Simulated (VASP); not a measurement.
Set up this calculation in VASP 6.6.1, as the native input.

- Task: single point
- Functional: LDA
- Potentials or basis: VASP PAW LDA potentials, release 64 (Ti_sv, Al)
- Cutoff: 520 eV
- k mesh: 14 × 14 × 14
- Occupations: gaussian, width 0.15 eV
- Spin: no spin polarisation
- Dipole correction: no
- Further INCAR settings: ALGO = Fast; EDIFF = 1e-07; NBANDS = 14

The structure of TiAl lies in POSCAR:

```
TiAl
1.0
    2.9522614856      0.0000000000      0.0000000000
    0.0000000000      3.0381738569      0.0000000000
    0.0000000000      0.0000000000      3.1240862282
Ti Al
1 1
Direct
    0.0000000000      0.0000000000      0.0000000000
    0.5000000000      0.5000000000      0.5000000000
```

This cell differs from its parent crystal: normal strain along x -0.0550, normal strain along y -0.0275.

These files were run (other wordings do the same):

INCAR

```
SYSTEM = TiAl
ALGO     = Fast           ! electronic algorithm
EDIFF    = 1E-7           ! SCF threshold, eV
ENCUT    = 520            ! plane-wave cutoff, eV
ISIF     = 2              ! what is computed and relaxed
ISMEAR   = 0              ! smearing method
LASPH    = .True.         ! aspherical terms in the spheres
LCHARG   = .True.         ! write CHGCAR
LELF     = .True.         ! ELF
LREAL    = .False.        ! projectors in reciprocal space
LVHAR    = .True.       
LWAVE    = .False.        ! write WAVECAR
NBANDS   = 14             ! bands
NELM     = 80             ! most SCF steps
PREC     = Accurate       ! precision mode
SIGMA    = 0.15           ! smearing width, eV
```

KPOINTS

```
k-points
0
Gamma
  14 14 14
  0 0 0
```

Potentials or basis: VASP PAW LDA potentials, release 64 (Ti_sv, Al).

Command:

```bash
$ cat potpaw_LDA.64/Ti_sv/POTCAR potpaw_LDA.64/Al/POTCAR > POTCAR
$ mpirun -np 1 vasp_std > vasp.out
```

Results of the run:

The pressure is 12.8 GPa and the band gap on the k mesh is zero (an odd number of electrons rules out a gap without spin polarisation).

Caveat: the cell differs from its parent crystal (normal strain along x -0.0550, normal strain along y -0.0275); the cell stands under pressure.

It took 7.6 min on 1 thread of Intel Xeon 8259CL, on a shared host, peak memory 0.31 GiB.
